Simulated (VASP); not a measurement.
Input of a VASP 6.6.1 run:

INCAR

```
SYSTEM = Sr
  PREC = Accurate
  ENCUT = 520
  EDIFF = 1E-6
  ISMEAR = 0
  SIGMA = 0.15
  LREAL = .FALSE.
  LASPH = .TRUE.
  NELM = 80
  ALGO = Fast
  ISIF = 2
  LWAVE = .FALSE.
  LCHARG = .FALSE.
  GGA = PS
  NBANDS = 17
```

The input KPOINTS:

```
Automatic mesh
0
G
  12 12 8
  0 0 0
```

File POSCAR:

```
Sr
1.0
    3.6351952206      0.0000000000      0.0000000000
   -1.8175976103      3.9473379812      0.0000000000
    0.0000000000      0.0000000000      7.1997538023
Sr
2
Direct
    0.3333333333      0.6666666667      0.2500000000
    0.6666666667      0.3333333333      0.7500000000
```

Potentials or basis: VASP PAW PBE potentials, release 64 (Sr_sv).

Launch:

```bash
$ cat potpaw_PBE.64/Sr_sv/POTCAR > POTCAR
$ mpirun -np 1 vasp_std > vasp.out
```

Q: What does it give for the pressure?

A: 0.5 GPa.

Q: Predict the band gap on the k mesh.

A: Zero (bands 10 and 11 overlap by 0.25 eV).

Q: What does it give for the largest force?

A: 0.159 eV/Å.

Forces in eV/Å, atoms in the order of the input:
```
Sr   0.000  0.159  0.000
Sr   0.000 -0.159  0.000
```

Caveat: the cell differs from its parent crystal (strain +e along x and -e along y -0.1100, strain +e along z and -e/2 along x and y +0.0467); the stress differs along the axes, from -2 to 5 GPa; the PAW data sets were made with another functional, which shifts forces and pressure a little.
